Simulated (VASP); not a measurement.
# SiO2 (kk07) (P4_2/mnm) in VASP: further runs, part 2 of 2

VASP 6.6.1.

## Step 3: Single point, LDA

This run uses another cell than the first one, of 7.66 Å³/atom, 0.982 times its volume.

INCAR reads:

```
SYSTEM = SiO2
ALGO     = Normal         ! electronic algorithm
EDIFF    = 1E-6           ! SCF threshold, eV
ENCUT    = 520            ! plane-wave cutoff, eV
GGA      = CA             ! functional
ISIF     = 2              ! what is computed and relaxed
ISMEAR   = 0              ! smearing method
LASPH    = .True.         ! aspherical terms in the spheres
LCHARG   = .False.        ! write CHGCAR
LREAL    = .False.        ! projectors in reciprocal space
LWAVE    = .False.        ! write WAVECAR
NBANDS   = 25             ! bands
NELM     = 100            ! most SCF steps
PREC     = Accurate       ! precision mode
SIGMA    = 0.02           ! smearing width, eV
```

KPOINTS reads:

```
k-points
0
Gamma
  8 8 12
  0 0 0
```

POSCAR reads:

```
SiO2
1.0
    4.1549482271      0.0000000000      0.0000000000
    0.0000000000      4.1549482271      0.0000000000
    0.0000000000      0.0000000000      2.6613613156
Si O
2 4
Direct
    0.0000000000      0.0000000000      0.0000000000
    0.5000000000      0.5000000000      0.5000000000
    0.3055697751      0.3055697751      0.0000000000
    0.1944302249      0.8055697751      0.5000000000
    0.6944302249      0.6944302249      0.0000000000
    0.8055697751      0.1944302249      0.5000000000
```

Potentials or basis: VASP PAW LDA potentials, release 64 (Si, O).

Started as:

```sh
cat potpaw_LDA.64/Si/POTCAR potpaw_LDA.64/O/POTCAR > POTCAR
mpirun -np 1 vasp_std > vasp.out
```

OUTCAR:

```text
SYSTEM = SiO2
   EDIFF = 1E-6
   ENCUT = 520
   GGA = CA
   ISIF = 2
   ISMEAR = 0
   LASPH = .True.
   LREAL = .False.
   NELM = 100
   PREC = Accurate

 ion  position               nearest neighbor table
   1  0.000  0.000  0.000-   4 1.75   6 1.75   4 1.75   6 1.75   5 1.80   3 1.80
   2  0.500  0.500  0.500-   3 1.75   5 1.75   3 1.75   5 1.75   4 1.80   6 1.80
   3  0.306  0.306  0.000-   2 1.75   2 1.75   1 1.80
   4  0.194  0.806  0.500-   1 1.75   1 1.75   2 1.80
   5  0.694  0.694  0.000-   2 1.75   2 1.75   1 1.80
[... 883 lines left out ...]
  -------------------------------------------------------------------------------------
  Total        0.2207044      0.2207044      0.4949809     -0.0000000      0.0000000      0.0000000
  in kB        7.6963808      7.6963808     17.2609217     -0.0000000      0.0000000      0.0000000
  external PRESSURE =      10.8845611 kB  Pullay stress =       0.0000000 kB

 VOLUME and BASIS-vectors are now :
 -----------------------------------------------------------------------------
  energy-cutoff  :      520.00
  volume of cell :       45.94
      direct lattice vectors                 reciprocal lattice vectors
     4.154948227  0.000000000  0.000000000     0.240676886  0.000000000  0.000000000
     0.000000000  4.154948227  0.000000000     0.000000000  0.240676886  0.000000000
     0.000000000  0.000000000  2.661361316     0.000000000  0.000000000  0.375747552

 POSITION                                       TOTAL-FORCE (eV/Angst)
 -----------------------------------------------------------------------------------
      0.00000      0.00000      0.00000         0.000000      0.000000      0.000000
      2.07747      2.07747      1.33068         0.000000      0.000000      0.000000
      1.26963      1.26963      0.00000        -0.023815     -0.023815     -0.000000
      0.80785      3.34710      1.33068         0.023815     -0.023815      0.000000
      2.88532      2.88532      0.00000         0.023815      0.023815      0.000000
      3.34710      0.80785      1.33068        -0.023815      0.023815      0.000000
 -----------------------------------------------------------------------------------
    total drift:                                0.000000     -0.000000     -0.000000

  FREE ENERGIE OF THE ION-ELECTRON SYSTEM (eV)
  ---------------------------------------------------
  free  energy   TOTEN  =       -51.9695943164 eV

  energy  without entropy=      -51.9695943164  energy(sigma->0) =      -51.96959432
```

OSZICAR:

```text
N       E                     dE             d eps       ncg     rms          rms(c)
DAV:   1     0.129075664543E+03    0.12908E+03   -0.17679E+04  5282   0.124E+03
DAV:   2    -0.501929694704E+02   -0.17927E+03   -0.17259E+03  6610   0.280E+02
DAV:   3    -0.568570980743E+02   -0.66641E+01   -0.66369E+01  7015   0.518E+01
DAV:   4    -0.568995066522E+02   -0.42409E-01   -0.42397E-01  6146   0.482E+00
DAV:   5    -0.568998477309E+02   -0.34108E-03   -0.34102E-03  7041   0.408E-01    0.181E+01
DAV:   6    -0.520482406392E+02    0.48516E+01   -0.13511E+01  6753   0.245E+01    0.870E+00
DAV:   7    -0.520056546393E+02    0.42586E-01   -0.77413E-01  6547   0.501E+00    0.304E+00
DAV:   8    -0.519752640671E+02    0.30391E-01   -0.30483E-02  6583   0.145E+00    0.106E+00
DAV:   9    -0.519695946782E+02    0.56694E-02   -0.54967E-03  6756   0.569E-01    0.206E-01
DAV:  10    -0.519695937883E+02    0.88992E-06   -0.20139E-04  6650   0.103E-01    0.712E-02
DAV:  11    -0.519695943888E+02   -0.60055E-06   -0.19520E-05  6718   0.309E-02    0.193E-02
DAV:  12    -0.519695943164E+02    0.72436E-07   -0.87176E-07  4694   0.751E-03
   1 F= -.51969594E+02 E0= -.51969594E+02  d E =-.151227E-11
```

stdout:

```text
POSCAR found type information on POSCAR SiO
 POSCAR found :  2 types and       6 ions
 scaLAPACK will be used
 LDA part: xc-table for (Slater(with rela. corr.)+CA(PZ))
 , standard interpolation
 POSCAR, INCAR and KPOINTS ok, starting setup
 FFT: planning ... GRIDC
 FFT: planning ... GRID_SOFT
 FFT: planning ... GRID
 WAVECAR not read
 entering main loop
```

Run time: 48 s. Hardware: 1 thread of AMD EPYC 9R45 (Zen 5), shared host; peak memory 0.17 GiB.

Results:

```
Free energy            : -51.9696 eV
Pressure               : 1.1 GPa
Largest force          : 0.034 eV/Å
Band gap on the k mesh : 5.82 eV, direct
```

Forces in eV/Å, atoms in the order of the input:
```
Si   0.000  0.000  0.000
Si   0.000  0.000  0.000
O   -0.024 -0.024  0.000
O    0.024 -0.024  0.000
O    0.024  0.024  0.000
O   -0.024  0.024  0.000
```

Levels at points of the mesh, in eV from the valence-band top:
| k point | band 12 | band 13 | band 14 | band 15 | band 16 | band 17 | band 18 | band 19 | band 20 | band 21 |
| --- | --- | --- | --- | --- | --- | --- | --- | --- | --- | --- |
| (0.00, 0.00, 0.00) | -3.24 | -2.56 | -0.91 | -0.91 | 0.00 | 5.82 | 6.43 | 8.37 | 8.37 | 10.74 |
| (0.50, 0.00, 0.00) | -4.02 | -2.76 | -2.76 | -1.09 | -1.09 | 7.75 | 7.75 | 8.92 | 8.92 | 10.92 |
| (0.50, 0.50, 0.00) | -3.38 | -2.77 | -2.77 | -2.36 | -2.36 | 7.40 | 7.40 | 9.94 | 9.94 | 13.13 |
| (0.00, 0.00, 0.50) | -4.77 | -3.25 | -3.25 | -2.77 | -2.77 | 9.06 | 9.06 | 12.50 | 12.50 | 12.75 |
| (0.50, 0.00, 0.50) | -4.14 | -2.35 | -2.35 | -1.83 | -1.83 | 8.71 | 8.71 | 9.87 | 9.87 | 12.00 |
| (0.50, 0.50, 0.50) | -4.60 | -1.80 | -1.80 | -1.61 | -1.61 | 7.17 | 7.17 | 10.87 | 10.87 | 11.45 |

A k mesh can miss the band edges. Expect the measured gap to be larger: semilocal functionals such as LDA lack the derivative discontinuity.

## Step 4: Relaxation of cell and atoms, LDA

INCAR reads:

```
PREC = Accurate
ENCUT = 600
EDIFF = 1E-7
ISMEAR = 0
SIGMA = 0.02
LREAL = False
LASPH = True
NELM = 80
ALGO = Normal
ISIF = 3
LWAVE = False
LCHARG = False
IBRION = 2
NSW = 100
EDIFFG = -0.002
```

KPOINTS reads:

```
Automatic mesh
0
Gamma
  8 8 12
```

POSCAR reads:

```
SiO2
1.0
    4.1865000000      0.0000000000      0.0000000000
    0.0000000000      4.1865000000      0.0000000000
    0.0000000000      0.0000000000      2.6684000000
Si O
2 4
Direct
    0.0000000000      0.0000000000      0.0000000000
    0.5000000000      0.5000000000      0.5000000000
    0.3059000000      0.3059000000      0.0000000000
    0.1941000000      0.8059000000      0.5000000000
    0.6941000000      0.6941000000      0.0000000000
    0.8059000000      0.1941000000      0.5000000000
```

Started as:

```sh
cat potpaw_LDA.64/Si/POTCAR potpaw_LDA.64/O/POTCAR > POTCAR
mpirun -np 1 vasp_std > vasp.out
```

Wall time 3.4 min (1 thread of AMD EPYC 9R45 (Zen 5), shared host); peak memory 0.19 GiB.

The run converged. Its results:

```
Free energy                            : -51.9904 eV
Relaxed volume                         : 7.67 Å³/atom
Relaxed cell                           : a = 4.154 Å, b = 4.154 Å, c = 2.666 Å, α = 90.00°, β = 90.00°, γ = 90.00°
Space group after relaxing (to 0.05 Å) : P4_2/mnm (No. 136)
Energy gained by relaxing              : 2.1 meV/atom
Ionic steps                            : 7
Pressure after relaxing                : 0.0 GPa
Band gap on the k mesh                 : 5.78 eV, direct
```

The path:
| step | energy change (eV) | largest force (eV/Å) | pressure (GPa) | volume (Å³) |
| --- | --- | --- | --- | --- |
| 1 | 0.0000 | 0.0469 | -4.78 | 46.77 |
| 2 | 0.0072 | 0.2885 | 6.71 | 45.21 |
| 3 | -0.0109 | 0.0964 | 0.04 | 46.08 |
| 4 | -0.0125 | 0.0051 | 0.04 | 46.00 |
| 5 | -0.0125 | 0.0146 | 0.04 | 46.00 |
| 6 | -0.0125 | 0.0056 | -0.01 | 46.01 |
| 7 | -0.0125 | 0.0003 | 0.00 | 46.00 |

Final structure:
```
CELL_PARAMETERS angstrom
4.15402 0.00000 0.00000
0.00000 4.15402 0.00000
0.00000 0.00000 2.66598
ATOMIC_POSITIONS crystal
Si 0.00000 0.00000 0.00000
Si 0.50000 0.50000 0.50000
O 0.30539 0.30539 0.00000
O 0.19461 0.80539 0.50000
O 0.69461 0.69461 0.00000
O 0.80539 0.19461 0.50000
```

Levels at points of the mesh, in eV from the valence-band top:
| k point | band 12 | band 13 | band 14 | band 15 | band 16 | band 17 | band 18 | band 19 | band 20 |
| --- | --- | --- | --- | --- | --- | --- | --- | --- | --- |
| (0.00, 0.00, 0.00) | -3.24 | -2.56 | -0.91 | -0.91 | 0.00 | 5.78 | 6.41 | 8.32 | 8.32 |
| (0.50, 0.00, 0.00) | -4.02 | -2.77 | -2.77 | -1.09 | -1.09 | 7.71 | 7.71 | 8.89 | 8.89 |
| (0.50, 0.50, 0.00) | -3.38 | -2.79 | -2.79 | -2.35 | -2.35 | 7.37 | 7.37 | 9.91 | 9.91 |
| (0.00, 0.00, 0.50) | -4.77 | -3.25 | -3.25 | -2.76 | -2.76 | 9.05 | 9.05 | 12.48 | 12.48 |
| (0.50, 0.00, 0.50) | -4.14 | -2.35 | -2.35 | -1.83 | -1.83 | 8.69 | 8.69 | 9.87 | 9.87 |
| (0.50, 0.50, 0.50) | -4.59 | -1.79 | -1.79 | -1.60 | -1.60 | 7.15 | 7.15 | 10.88 | 10.88 |

## Step 5: Summary

| task | cell | k mesh | cutoff (eV) | smearing | gap on the mesh (eV) | pressure (GPa) | largest force (eV/Å) |
| --- | --- | --- | --- | --- | --- | --- | --- |
| single point | a = 4.186, b = 4.186, c = 2.668 Å, 6 atoms | 4 × 4 × 6 | 520 | gaussian 0.1 eV | 5.53 | -4.4 | 0.05 |
| single point | a = 4.155, b = 4.155, c = 2.661 Å, 6 atoms | 8 × 8 × 12 | 520 | gaussian 0.02 eV | 5.82 | 1.1 | 0.03 |
| relaxation of cell and atoms | relaxed from a = 4.186, b = 4.186, c = 2.668 Å, 6 atoms | 8 × 8 × 12 | 600 | gaussian 0.02 eV | 5.78 | 0.0 | - |

Alike in all rows: level LDA; potentials or basis VASP PAW LDA potentials, release 64 (Si, O); no spin polarisation.

Total energies depend on the potentials used, so only differences within one code and one set of settings carry meaning.
